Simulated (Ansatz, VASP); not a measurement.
# One calculation of NaH, two programs

Contents of INCAR:

```
SYSTEM = NaH
PREC     = Accurate       ! precision mode
ENCUT    = 500            ! plane-wave cutoff, eV
EDIFF    = 1E-6           ! SCF threshold, eV
ISMEAR   = -5             ! smearing method
SIGMA    = 0.05           ! smearing width, eV
LREAL    = .False.        ! projectors in reciprocal space
LASPH    = .True.         ! aspherical terms in the spheres
NELM     = 120            ! most SCF steps
ALGO     = Normal         ! electronic algorithm
ISIF     = 2              ! what is computed and relaxed
LWAVE    = .False.        ! write WAVECAR
LCHARG   = .False.        ! write CHGCAR
GGA      = PE             ! functional
NBANDS   = 11             ! bands
GGA_COMPAT= .False.
```

The input KPOINTS:

```
Automatic mesh
0
Gamma
  8 8 8
  0 0 0
```

Contents of POSCAR:

```
NaH
1.0
    0.0000000000      2.4160403214      2.4160403214
    2.4160403214      0.0000000000      2.4160403214
    2.4160403214      2.4160403214      0.0000000000
Na H
1 1
Direct
    0.0000000000      0.0000000000      0.0000000000
    0.5000000000      0.5000000000      0.5000000000
```

Input for Ansatz:

```yaml
crystal:
  lattice:
    - [0.0, 2.4160403214, 2.4160403214]
    - [2.4160403214, 0.0, 2.4160403214]
    - [2.4160403214, 2.4160403214, 0.0]
  atoms:
    - { symbol: Na, position: [0.0, 0.0, 0.0] }
    - { symbol: H, position: [0.5, 0.5, 0.5] }
basis:
  ecutwfc: 420
kpoints:
  mp_grid: { grid: [8, 8, 8] }
hamiltonian:
  xc: pbe
scf:
  occupations: { method: tetrahedron }
output:
  forces: true
  eigenvalues: true
  stress: true
```

Alike in both runs: task single point; functional PBE; k mesh 8 × 8 × 8; occupations tetrahedron; no spin polarisation.

|  | VASP | Ansatz |
| --- | --- | --- |
| version | VASP 6.6.1 | Ansatz 0.2.0 |
| potentials or method | VASP PAW PBE potentials, release 64 (Na_pv, H), cutoff 500 eV | scalar-relativistic, plane waves, PAW |
| valence electrons in the cell | 8 | 10 |

```csv
,VASP,Ansatz,Ansatz less VASP
gap on the k mesh at the Fermi level (eV),3.76,3.76,+0.002
pressure (GPa),-0.1,0.0,+0.07
```

The functional is the same, so the differences come from potentials, cutoffs and numerics. VASP's potentials hold 8 valence electrons a cell and Ansatz's 10, so a difference there can come from the potentials and not from the codes. Ansatz's warnings: band table not solved further, tetrahedron derivatives may miss energy slope.
